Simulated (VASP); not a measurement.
Here is a VASP 6.6.1 calculation.

Contents of INCAR:

```
  PREC = Accurate
  ENCUT = 520
  EDIFF = 1E-7
  ISMEAR = 0
  SIGMA = 0.1
  LREAL = F
  LASPH = T
  NELM = 100
  ALGO = Fast
  ISIF = 2
  LWAVE = F
  LCHARG = F
  LDIPOL = T
  IDIPOL = 3
  DIPOL = 0.5 0.5 0.485
  GGA = RP
  NBANDS = 52
```

File KPOINTS:

```
Automatic mesh
0
Gamma
  6 12 1
```

Contents of POSCAR:

```
Ir8CO
1.0
    5.4960639608      0.0000000000      0.0000000000
   -1.3740159902      2.3798655054      0.0000000000
    0.0000000000      0.0000000000     26.8812761488
Ir C O
8 1 1
Direct
    0.3333333333      0.3333333333      0.3162052260
    0.8333333333      0.3333333333      0.3162052260
    0.6666666667      0.6666666667      0.3996744297
    0.1666666667      0.6666666667      0.3996744297
    0.0015085638      0.0015085638      0.4817611581
    0.5002558402      0.0002558402      0.4819831031
    0.3300497927      0.3300497927      0.5711737485
    0.8323898592      0.3323898592      0.5624808174
    0.3358900526      0.3358900526      0.6400119203
    0.3396655366      0.3396655366      0.6831457074
```

Potentials or basis: VASP PAW PBE potentials, release 64 (Ir, C, O).

Launch:

```sh
$ cat potpaw_PBE.64/Ir/POTCAR potpaw_PBE.64/C/POTCAR potpaw_PBE.64/O/POTCAR > POTCAR
$ mpirun -np 1 vasp_std > vasp.out
```

Question: What does it give for the largest force?

Answer: 0.783 eV/Å.

Question: Estimate the band gap on the k mesh.

Answer: Zero (band 41 reaches 1.12 eV, above the bottom of band 42 at -0.81 eV).

Forces in eV/Å, atoms in the order of the input:
```
Ir  -0.002 -0.001  0.445
Ir   0.001  0.001  0.376
Ir  -0.061 -0.035 -0.758
Ir   0.061  0.035 -0.118
Ir   0.004  0.002  0.009
Ir  -0.003 -0.002  0.017
Ir   0.001  0.001 -0.229
Ir  -0.003 -0.002  0.023
C   -0.010 -0.006 -0.549
O    0.012  0.007  0.783
```

Caveat: the PAW data sets were made with another functional, which shifts forces and pressure a little; spin-orbit coupling is left out, which moves the levels of the heavy elements.
